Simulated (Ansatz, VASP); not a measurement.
**Two plane-wave programs on MnS**

The input INCAR:

```
SYSTEM = MnS
ALGO     = Normal         ! electronic algorithm
EDIFF    = 1E-7           ! SCF threshold, eV
ENCUT    = 520            ! plane-wave cutoff, eV
GGA      = PE             ! functional
ISIF     = 2              ! what is computed and relaxed
ISMEAR   = 0              ! smearing method
ISPIN    = 2              ! spin polarisation
LASPH    = .TRUE.         ! aspherical terms in the spheres
LCHARG   = .FALSE.        ! write CHGCAR
LMAXMIX  = 4              ! l up to which the mixer works
LORBIT   = 11             ! projections on sites
LREAL    = .FALSE.        ! projectors in reciprocal space
LWAVE    = .FALSE.        ! write WAVECAR
MAGMOM   = 4 0            ! initial moments
NBANDS   = 20             ! bands
NELM     = 150            ! most SCF steps
PREC     = Accurate       ! precision mode
SIGMA    = 0.1            ! smearing width, eV
```

Contents of KPOINTS:

```
k-points
0
G
  5 5 5
  0 0 0
```

The input POSCAR:

```
MnS
1.0
    0.0000000000      2.5956430918      2.5956430918
    2.5956430918      0.0000000000      2.5956430918
    2.5956430918      2.5956430918      0.0000000000
Mn S
1 1
Direct
    0.0000000000      0.0000000000      0.0000000000
    0.5000000000      0.5000000000      0.5000000000
```

Input for Ansatz:

```yaml
crystal:
  lattice:
    - [-4.7352077580626943e-20, 2.5956430917676268, 2.5956430917676268]
    - [2.5956430917676268, 4.7352077580626943e-20, 2.5956430917676268]
    - [2.5956430917676268, 2.5956430917676268, 2.8411246548376174e-19]
  atoms:
    - { symbol: Mn, position: [2.8846077950105104e-33, -5.048063641268393e-33, 7.211519487526275e-34], spin: 4.0 }
    - { symbol: S, position: [0.5, 0.5, 0.5], spin: 0.0 }
kpoints:
  mp_grid:
    grid: [5, 5, 5]
magnetization:
  spin_polarized: true
scf:
  convergence:
    dr2_threshold: 1.0e-07
  occupations:
    method: gaussian
    width: 0.1
output:
  forces: true
  stress: true
```

Alike in both runs: task single point; functional PBE; k mesh 5 × 5 × 5; occupations gaussian, width 0.1 eV; collinear spin.

|  | VASP | Ansatz |
| --- | --- | --- |
| version | VASP 6.6.1 | Ansatz 0.2.0 |
| potentials or method | VASP PAW PBE potentials, release 64 (Mn_pv, S) | plane waves, PAW |
| plane-wave cutoff (eV) | 520 | 420 |
| valence electrons in the cell | 19 | 21 |

Ansatz gave:

* pressure (GPa): -3.8
* net moment per atom (μB): 2.28
* size of the moment on the site where the two differ most (μB): 4.12

Problem. Estimate VASP's values.

Solution. Pressure (GPa): -3.8; net moment per atom (μB): 2.28; size of the moment on the site where the two differ most (μB): 4.17.

Site moments also hang on the region over which each program counts them. VASP's potentials hold 19 valence electrons a cell and Ansatz's 21, so a difference there can come from the potentials and not from the codes. Ansatz's warnings: stress scf threshold loose.

The k mesh is coarse, so the values compare programs but aren't converged.
